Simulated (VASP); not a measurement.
Al: single point with LDA

Crystal: Al.

```
Al
1.0
     2.94960    0.00000    0.00000
    -1.47480    2.55443    0.00000
     0.00000    0.00000    4.78000
Al
2
Direct
  0.66667 0.33333 0.75000
  0.33333 0.66667 0.25000
```

This isn't the form of Al at room conditions, which is fcc.

- Program: VASP 6.6.1
- Task: single point
- Functional: LDA
- Potentials or basis: VASP PAW LDA potentials, release 64 (Al)
- Cutoff: 520 eV
- k mesh: 18 × 18 × 10
- Occupations: gaussian, width 0.15 eV
- Spin: no spin polarisation

```yaml
Pressure: -7.4 GPa
Band_gap_on_the_k_mesh: zero (bands 3 and 4 overlap by 7.16 eV)
```

Stress tensor (GPa, compression positive):
```
-7.47  0.00  0.00
 0.00 -7.47  0.00
 0.00  0.00 -7.15
```

Levels at points of the mesh, in eV from the Fermi level:
```csv
k point,band 1,band 2,band 3,band 4,band 5,band 6
"(0.00, 0.00, 0.00)",-10.50,-4.18,-4.15,9.62,9.62,10.36
"(0.50, 0.00, 0.00)",-5.12,-4.77,0.64,1.04,1.53,1.68
"(0.00, 0.00, 0.50)",-8.89,-8.89,3.40,3.40,10.95,10.95
"(0.50, 0.00, 0.50)",-3.64,-3.64,-3.11,-3.11,6.47,6.47
```

It took 64 s on 1 thread of Intel Xeon 8259CL, with other jobs on the host, peak memory 0.18 GiB.

Caveat: the cell stands under tension.
